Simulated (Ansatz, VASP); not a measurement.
SiC5: VASP beside Ansatz

The input INCAR:

```
SYSTEM = SiC5
  ALGO = Normal
  EDIFF = 1E-7
  ENCUT = 520
  GGA = PE
  ISIF = 2
  ISMEAR = 0
  ISPIN = 2
  LASPH = .TRUE.
  LCHARG = .FALSE.
  LORBIT = 11
  LREAL = .FALSE.
  LWAVE = .FALSE.
  MAGMOM = 0 1 1 1 1 1
  NBANDS = 25
  NELM = 150
  PREC = Accurate
  SIGMA = 0.1
```

File KPOINTS:

```
k-points
0
G
  6 6 2
  0 0 0
```

File POSCAR:

```
SiC5
1.0
    3.2469718364      0.0000000000      0.0000000000
   -1.6234859182      2.8119600957      0.0000000000
    0.0000000000      0.0000000000      8.5580469584
Si C
1 5
Direct
    0.0000000000      0.0000000000      0.5000000000
    0.0000000000      0.0000000000      0.8492788144
    0.0000000000      0.0000000000      0.0000000000
    0.0000000000      0.0000000000      0.1507211856
    0.0000000000      0.0000000000      0.2989907092
    0.0000000000      0.0000000000      0.7010092908
```

Input for Ansatz:

```yaml
crystal:
  lattice:
    - [3.2469718364, 0.0, 0.0]
    - [-1.6234859182, 2.8119600957, 0.0]
    - [0.0, 0.0, 8.5580469584]
  atoms:
    - { symbol: Si, position: [0.0, 0.0, 0.5] }
    - { symbol: C, position: [0.0, 0.0, 0.8492788144], spin: 1.0 }
    - { symbol: C, position: [0.0, 0.0, 0.0], spin: 1.0 }
    - { symbol: C, position: [0.0, 0.0, 0.1507211856], spin: 1.0 }
    - { symbol: C, position: [0.0, 0.0, 0.2989907092], spin: 1.0 }
    - { symbol: C, position: [0.0, 0.0, 0.7010092908], spin: 1.0 }
basis:
  ecutwfc: 420
kpoints:
  mp_grid: { grid: [6, 6, 2] }
hamiltonian:
  xc: pbe
scf:
  occupations: { method: gaussian, width: 0.1 }
  lower_state_search: "off"
output:
  forces: true
  stress: true
  eigenvalues: true
  populations: true
magnetization:
  spin_polarized: true
```

Alike in both runs: task single point; functional PBE; k mesh 6 × 6 × 2; occupations gaussian, width 0.1 eV; collinear spin.

```csv
,VASP,Ansatz
version,VASP 6.6.1,Ansatz 0.2.0
potentials or method,"VASP PAW PBE potentials, release 64 (Si, C), cutoff 520 eV","scalar-relativistic, plane waves, PAW"
valence electrons in the cell,24,24
```

VASP gave:

| Item | Value |
| --- | --- |
| gap on the k mesh at the Fermi level (eV) | none |
| pressure (GPa) | 0.1 |
| traceless stress, the component that is largest in VASP (GPa) | -0.41 |
| rms of the force components (eV/Å) | 0.020 |
| net moment per atom (μB) | 0.00 |

Task: What did Ansatz give for the same quantities?

Result: gap on the k mesh at the Fermi level (eV): none; pressure (GPa): 0.2; traceless stress, the component that is largest in VASP (GPa): -0.26; rms of the force components (eV/Å): 0.001; net moment per atom (μB): 0.00.

Atom by atom the forces differ by 0.019 eV/Å (rms over components). A gap of «none» marks a metal or a gap that the smearing closes. Ansatz's warnings: seeded moment not kept.

The k mesh is coarse, so the values compare programs but aren't converged.
